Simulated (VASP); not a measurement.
# MnO (P-6m2) in VASP: single point with PBE+U

Aim: the single point of MnO with PBE+U.

All numbers are computed with VASP 6.6.1; they aren't measurements. Logs are shortened: lines on timing, memory, paths and dates and some standing lists are left out, and cuts for length are marked.

## 1. The cell of the first run

The structure is hexagonal, space group P-6m2 (No. 187). The conventional cell has a = 2.969 Å, b = 2.969 Å, c = 2.898 Å, α = 90.00°, β = 90.00°, γ = 120.00°. Within 3.0 Å of Mn (site symmetry -6m2) lie 6 O at 2.24 Å and 8 Mn at 2.90 to 2.97 Å. O (site symmetry -6m2) has 6 Mn at 2.24 Å and 8 O at 2.90 to 2.97 Å within 3.0 Å.

## 2. Single point, PBE+U, collinear spin, ferrimagnetic start

File INCAR:

```
SYSTEM = MnO
  ALGO = Normal
  EDIFF = 1E-6
  ENCUT = 520
  GGA = PE
  ISIF = 2
  ISMEAR = -1
  ISPIN = 2
  LASPH = .TRUE.
  LCHARG = .TRUE.
  LDAU = .TRUE.
  LDAUJ = 0 0
  LDAUL = 2 -1
  LDAUPRINT = 1
  LDAUTYPE = 2
  LDAUU = 3 0
  LELF = .TRUE.
  LMAXMIX = 4
  LORBIT = 11
  LREAL = .FALSE.
  LVHAR = .TRUE.
  LWAVE = .FALSE.
  MAGMOM = 4 -2 0 0
  NBANDS = 31
  NELM = 150
  PREC = Accurate
  SIGMA = 0.05
```

File KPOINTS:

```
k-points
0
G
  8 8 4
  0 0 0
```

File POSCAR:

```
MnO
1.0
    2.9694859100      0.0000000000      0.0000000000
   -1.4847429600      2.5716502300      0.0000000000
    0.0000000000      0.0000000000      5.7961422600
Mn O
2 2
Direct
    0.0000000000      0.0000000000      0.0000000000
    0.0000000000      0.0000000000      0.5000000000
    0.6666666667      0.3333333333      0.2500000000
    0.6666666667      0.3333333333      0.7500000000
```

Potentials or basis: VASP PAW PBE potentials, release 64 (Mn_pv, O).

Run with:

```
$ cat potpaw_PBE.64/Mn_pv/POTCAR potpaw_PBE.64/O/POTCAR > POTCAR
$ mpirun -np 1 vasp_std > vasp.out
```

OUTCAR:

```text
SYSTEM = MnO
   EDIFF = 1E-6
   ENCUT = 520
   GGA = PE
   ISIF = 2
   ISMEAR = -1
   ISPIN = 2
   LASPH = .TRUE.
   LORBIT = 11
   LREAL = .FALSE.
   NELM = 150
   PREC = Accurate

 ion  position               nearest neighbor table
   1  0.000  0.000  0.000-   3 2.24   4 2.24   3 2.24   4 2.24   3 2.24   4 2.24   2 2.90   2 2.90

   2  0.000  0.000  0.500-   3 2.24   4 2.24   3 2.24   4 2.24   3 2.24   4 2.24   1 2.90   1 2.90

   3  0.667  0.333  0.250-   1 2.24   2 2.24   1 2.24   2 2.24   1 2.24   2 2.24
   4  0.667  0.333  0.750-   1 2.24   2 2.24   1 2.24   2 2.24   1 2.24   2 2.24

  LATTYP: Found a hexagonal cell.
 ALAT       =     2.9694859100
 C/A-ratio  =     1.9519009134

  Lattice vectors:

 A1 = (   2.9694859100,   0.0000000000,   0.0000000000)
 A2 = (  -1.4847429600,   2.5716502300,   0.0000000000)
 A3 = (   0.0000000000,   0.0000000000,   5.7961422600)

Analysis of symmetry for initial positions (statically):
=====================================================================
 Subroutine PRICEL returns following result:

  LATTYP: Found a hexagonal cell.
 ALAT       =     2.9694859100
 C/A-ratio  =     0.9759504567

  Lattice vectors:

 A1 = (   2.9694859100,   0.0000000000,   0.0000000000)
 A2 = (  -1.4847429600,   2.5716502300,   0.0000000000)
 A3 = (   0.0000000000,   0.0000000000,   2.8980711300)

   2 primitive cells build up your supercell.

 Routine SETGRP: Setting up the symmetry group for a
 hexagonal supercell.

 Subroutine GETGRP returns: Found 12 space group operations
 (whereof 12 operations were pure point group operations)
 out of a pool of 24 trial point group operations.

The static configuration has the point symmetry D_3h.

Analysis of symmetry for dynamics (positions and initial velocities):
=====================================================================
 Subroutine PRICEL returns following result:

  LATTYP: Found a hexagonal cell.
 ALAT       =     2.9694859100
 C/A-ratio  =     0.9759504567

  Lattice vectors:

 A1 = (   2.9694859100,   0.0000000000,   0.0000000000)
 A2 = (  -1.4847429600,   2.5716502300,   0.0000000000)
 A3 = (   0.0000000000,   0.0000000000,   2.8980711300)

   2 primitive cells build up your supercell.

 Routine SETGRP: Setting up the symmetry group for a
 hexagonal supercell.

 Subroutine GETGRP returns: Found 12 space group operations
 (whereof 12 operations were pure point group operations)
 out of a pool of 24 trial point group operations.

The dynamic configuration has the point symmetry D_3h.

Analysis of structural, dynamic, and magnetic symmetry:
=====================================================================
 Subroutine PRICEL returns:
 Original cell was already a primitive cell.

 Routine SETGRP: Setting up the symmetry group for a
 hexagonal supercell.

 Subroutine GETGRP returns: Found 12 space group operations
 (whereof 12 operations were pure point group operations)
 out of a pool of 24 trial point group operations.

The overall configuration has the point symmetry D_3h.

 Subroutine INISYM returns: Found 12 space group operations
 (whereof 12 operations are pure point group operations),
 and found     1 'primitive' translations

----------------------------------------------------------------------------------------

                                     Primitive cell

  volume of cell :      44.2621

  direct lattice vectors                    reciprocal lattice vectors
     2.969485910  0.000000000  0.000000000     0.336758628  0.194427685  0.000000000
    -1.484742960  2.571650230  0.000000000     0.000000000  0.388855369  0.000000000
     0.000000000  0.000000000  5.796142260     0.000000000  0.000000000  0.172528547

  length of vectors
     2.969485910  2.969485909  5.796142260     0.388855369  0.388855369  0.172528547

  position of ions in fractional coordinates (direct lattice)
     0.000000000  0.000000000  0.000000000
     0.000000000  0.000000000  0.500000000
     0.666666667  0.333333333  0.250000000
     0.666666667  0.333333333  0.750000000
[... 101 lines left out ...]
  Fermi-wavevector in a.u.,A,eV,Ry     =   1.555937  2.940294 32.938881  2.420939
  Thomas-Fermi vector in A             =   2.659805
   LORBIT       =     11    0 simple, 1 ext, 2 COOP (PROOUT), +10 PAW based schemes
 LDA+U is selected, type is set to LDAUTYPE =  2
   angular momentum for each species LDAUL =     2   -1
   U (eV)           for each species LDAUU =   3.0  0.0
   J (eV)           for each species LDAUJ =   0.0  0.0
   GGA     = PE    functional components
   LHFCALC =     F    Hartree Fock is set to
   AEXX    =    0.0000 exact exchange contribution
   IVDW    =     0    specifies the selected vdW correction
   LEPSILON=     F    determine dielectric tensor
   LRPA    =     F    only Hartree local field effects (RPA)
 spin polarized calculation
  energy-cutoff  :      520.00
  volume of cell :       44.26
 maximum number of plane-waves:      1221
 NGX is ok and might be reduce to    24
   NGX = 11   NGY = 11   NGZ = 21

 number of electron      37.9999973 magnetization      -0.0005099

atom =   1  type =  1  l = 2

 onsite density matrix

spin component  1

  0.9322  0.0000  0.0000  0.0000 -0.0000
  0.0000  0.9607  0.0000 -0.0000 -0.0000
  0.0000  0.0000  0.9225 -0.0000 -0.0000
  0.0000 -0.0000 -0.0000  0.9607  0.0000
 -0.0000 -0.0000 -0.0000  0.0000  0.9322

spin component  2

  0.0408  0.0000  0.0000 -0.0000  0.0000
  0.0000  0.0782 -0.0000 -0.0000  0.0000
  0.0000 -0.0000  0.0267  0.0000 -0.0000
 -0.0000 -0.0000  0.0000  0.0782 -0.0000
  0.0000  0.0000 -0.0000 -0.0000  0.0408

 occupancies and eigenvectors

  o =  0.0267  v =  0.0000  0.0000  0.0000  0.0000  0.0000 -0.0000  0.0000  1.0000 -0.0000  0.0000      0.0000  0.0000  0.0000  0.0000  0.0000  0.0000  0.0000  0.0000  0.0000  0.0000
  o =  0.0408  v =  0.0000  0.0000  0.0000  0.0000  0.0000  0.9989  0.0000  0.0000  0.0000 -0.0463      0.0000  0.0000  0.0000  0.0000  0.0000  0.0000  0.0000  0.0000  0.0000  0.0000
  o =  0.0408  v =  0.0000  0.0000  0.0000  0.0000  0.0000  0.0463 -0.0000 -0.0000 -0.0000  0.9989      0.0000  0.0000  0.0000  0.0000  0.0000  0.0000  0.0000  0.0000  0.0000  0.0000
  o =  0.0782  v =  0.0000  0.0000  0.0000  0.0000  0.0000 -0.0000  0.9074  0.0000  0.4203  0.0000      0.0000  0.0000  0.0000  0.0000  0.0000  0.0000  0.0000  0.0000  0.0000  0.0000
  o =  0.0782  v =  0.0000  0.0000  0.0000  0.0000  0.0000 -0.0000 -0.4203 -0.0000  0.9074 -0.0000      0.0000  0.0000  0.0000  0.0000  0.0000  0.0000  0.0000  0.0000  0.0000  0.0000
  o =  0.9225  v =  0.0000 -0.0000 -1.0000 -0.0000 -0.0000  0.0000  0.0000  0.0000  0.0000  0.0000      0.0000  0.0000  0.0000  0.0000  0.0000  0.0000  0.0000  0.0000  0.0000  0.0000
  o =  0.9322  v =  0.3360 -0.0000 -0.0000 -0.0000  0.9419  0.0000  0.0000  0.0000  0.0000  0.0000      0.0000  0.0000  0.0000  0.0000  0.0000  0.0000  0.0000  0.0000  0.0000  0.0000
  o =  0.9322  v =  0.9419  0.0000  0.0000  0.0000 -0.3360  0.0000  0.0000  0.0000  0.0000  0.0000      0.0000  0.0000  0.0000  0.0000  0.0000  0.0000  0.0000  0.0000  0.0000  0.0000
  o =  0.9607  v = -0.0000 -0.9074  0.0000 -0.4203 -0.0000  0.0000  0.0000  0.0000  0.0000  0.0000      0.0000  0.0000  0.0000  0.0000  0.0000  0.0000  0.0000  0.0000  0.0000  0.0000
  o =  0.9607  v =  0.0000 -0.4203  0.0000  0.9074 -0.0000  0.0000  0.0000  0.0000  0.0000  0.0000      0.0000  0.0000  0.0000  0.0000  0.0000  0.0000  0.0000  0.0000  0.0000  0.0000

atom =   2  type =  1  l = 2

 onsite density matrix

spin component  1

  0.0408  0.0000  0.0000  0.0000  0.0000
  0.0000  0.0782  0.0000 -0.0000 -0.0000
  0.0000  0.0000  0.0268  0.0000 -0.0000
  0.0000 -0.0000  0.0000  0.0782 -0.0000
  0.0000 -0.0000 -0.0000 -0.0000  0.0408

spin component  2

  0.9323 -0.0000  0.0000 -0.0000  0.0000
 -0.0000  0.9607 -0.0000 -0.0000  0.0000
  0.0000 -0.0000  0.9226 -0.0000 -0.0000
 -0.0000 -0.0000 -0.0000  0.9607  0.0000
  0.0000  0.0000 -0.0000  0.0000  0.9323

 occupancies and eigenvectors

  o =  0.0268  v =  0.0000  0.0000 -1.0000  0.0000 -0.0000  0.0000  0.0000  0.0000  0.0000  0.0000      0.0000  0.0000  0.0000  0.0000  0.0000  0.0000  0.0000  0.0000  0.0000  0.0000
  o =  0.0408  v =  1.0000 -0.0000  0.0000 -0.0000 -0.0034  0.0000  0.0000  0.0000  0.0000  0.0000      0.0000  0.0000  0.0000  0.0000  0.0000  0.0000  0.0000  0.0000  0.0000  0.0000
  o =  0.0408  v = -0.0034 -0.0000  0.0000  0.0000 -1.0000  0.0000  0.0000  0.0000  0.0000  0.0000      0.0000  0.0000  0.0000  0.0000  0.0000  0.0000  0.0000  0.0000  0.0000  0.0000
  o =  0.0782  v =  0.0000  0.9074  0.0000  0.4203  0.0000  0.0000  0.0000  0.0000  0.0000  0.0000      0.0000  0.0000  0.0000  0.0000  0.0000  0.0000  0.0000  0.0000  0.0000  0.0000
  o =  0.0782  v =  0.0000 -0.4203 -0.0000  0.9074  0.0000  0.0000  0.0000  0.0000  0.0000  0.0000      0.0000  0.0000  0.0000  0.0000  0.0000  0.0000  0.0000  0.0000  0.0000  0.0000
  o =  0.9226  v =  0.0000  0.0000  0.0000  0.0000  0.0000 -0.0000  0.0000  1.0000  0.0000  0.0000      0.0000  0.0000  0.0000  0.0000  0.0000  0.0000  0.0000  0.0000  0.0000  0.0000
  o =  0.9323  v =  0.0000  0.0000  0.0000  0.0000  0.0000  0.2147 -0.0000 -0.0000 -0.0000  0.9767      0.0000  0.0000  0.0000  0.0000  0.0000  0.0000  0.0000  0.0000  0.0000  0.0000
  o =  0.9323  v =  0.0000  0.0000  0.0000  0.0000  0.0000  0.9767  0.0000  0.0000  0.0000 -0.2147      0.0000  0.0000  0.0000  0.0000  0.0000  0.0000  0.0000  0.0000  0.0000  0.0000
  o =  0.9607  v =  0.0000  0.0000  0.0000  0.0000  0.0000 -0.0000  0.9074 -0.0000  0.4203  0.0000      0.0000  0.0000  0.0000  0.0000  0.0000  0.0000  0.0000  0.0000  0.0000  0.0000
  o =  0.9607  v =  0.0000  0.0000  0.0000  0.0000  0.0000 -0.0000 -0.4203  0.0000  0.9074 -0.0000      0.0000  0.0000  0.0000  0.0000  0.0000  0.0000  0.0000  0.0000  0.0000  0.0000

 number of electron      37.9999973 magnetization       0.0005138

 Free energy of the ion-electron system (eV)
  ---------------------------------------------------
  ext. energy  EPLUGINS =         0.00000000
  ---------------------------------------------------
  free energy    TOTEN  =       -30.60555226 eV

  energy without entropy =      -30.60555222  energy(sigma->0) =      -30.60555224

 E-fermi :   6.4804     XC(G=0): -11.7930

 val. band max:        5.6878737252   @ k =   0.5000   0.0000   0.5000
 cond. band min:       7.1149125779   @ k =   0.0000   0.0000   0.0000
 fundamental gap:      1.4270388527
 Fermi energy:         6.4804087604

 spin component 1

 k-point     1 :       0.0000    0.0000    0.0000
  band No.  band energies     occupation
      1     -43.2870      1.00000
      2     -43.2870      1.00000
      3     -43.1960      1.00000
      4     -38.4674      1.00000
      5     -38.4674      1.00000
      6     -38.3745      1.00000
[... 1625 lines left out ...]
     30      19.9750      0.00000
     31      21.2698      0.00000

 [... further k-points ...]

------------------------ aborting loop because EDIFF is reached ----------------------------------------

  FORCE on cell =-STRESS in cart. coord.  units (eV):
  Direction    XX          YY          ZZ          XY          YZ          ZX
  --------------------------------------------------------------------------------------
  -------------------------------------------------------------------------------------
  Total        2.3978156      2.3978155     -3.4192303     -0.0000000      0.0000000      0.0000000
  in kB       86.7948887     86.7948884   -123.7675337     -0.0000002      0.0000000      0.0000000
  external PRESSURE =      16.6074145 kB  Pullay stress =       0.0000000 kB

 VOLUME and BASIS-vectors are now :
 -----------------------------------------------------------------------------
  energy-cutoff  :      520.00
  volume of cell :       44.26
      direct lattice vectors                 reciprocal lattice vectors
     2.969485910  0.000000000  0.000000000     0.336758628  0.194427685  0.000000000
    -1.484742960  2.571650230  0.000000000     0.000000000  0.388855369  0.000000000
     0.000000000  0.000000000  5.796142260     0.000000000  0.000000000  0.172528547

 POSITION                                       TOTAL-FORCE (eV/Angst)
 -----------------------------------------------------------------------------------
      0.00000      0.00000      0.00000         0.000000      0.000000      0.000000
      0.00000      0.00000      2.89807         0.000000      0.000000      0.000000
      1.48474      0.85722      1.44904        -0.000000      0.000000     -0.002952
      1.48474      0.85722      4.34711        -0.000000      0.000000      0.002952
 -----------------------------------------------------------------------------------
    total drift:                               -0.000000      0.000000      0.000000

  FREE ENERGIE OF THE ION-ELECTRON SYSTEM (eV)
  ---------------------------------------------------
  free  energy   TOTEN  =       -30.6055522586 eV

  energy  without entropy=      -30.6055522205  energy(sigma->0) =      -30.60555224

 total charge

# of ion       s       p       d       tot
------------------------------------------
    1        0.210   6.184   4.953  11.348
    2        0.210   6.184   4.953  11.347
    3        1.559   3.423   0.000   4.982
    4        1.559   3.423   0.000   4.982
--------------------------------------------------
tot          3.538  19.214   9.907  32.658

 magnetization (x)

# of ion       s       p       d       tot
------------------------------------------
    1        0.017   0.023   4.435   4.476
    2       -0.017  -0.023  -4.435  -4.475
    3       -0.000   0.000   0.000   0.000
    4       -0.000   0.000   0.000   0.000
--------------------------------------------------
tot          0.000   0.000  -0.000   0.000
```

It took 1.9 min on 1 thread of AMD EPYC 7R43 (Zen 3), shared host; peak memory 0.18 GiB.

What came out:

| Quantity | Value |
| --- | --- |
| Free energy | -30.6056 eV |
| Pressure | 1.7 GPa |
| Band gap on the k mesh | 1.43 eV |
| Net moment | 0.00 μB per cell |
| Site moments | Mn +4.48, -4.47; O +0.00 μB |
| Valence electrons inside the program's atomic spheres | Mn 11.35; O 4.98 |

Forces on the atoms (eV/Å):
```
Mn   0.000  0.000  0.000
Mn   0.000  0.000  0.000
O    0.000  0.000 -0.003
O    0.000  0.000  0.003
```

Stress tensor (GPa, compression positive):
```
  8.68   0.00   0.00
  0.00   8.68   0.00
  0.00   0.00 -12.38
```

Eigenvalues of the final occupation matrices:
```csv
site,spin,trace,eigenvalues
site 1 d,1,4.71,0.92 0.93 0.93 0.96 0.96
site 1 d,2,0.26,0.03 0.04 0.04 0.08 0.08
site 2 d,1,0.26,0.03 0.04 0.04 0.08 0.08
site 2 d,2,4.71,0.92 0.93 0.93 0.96 0.96
```
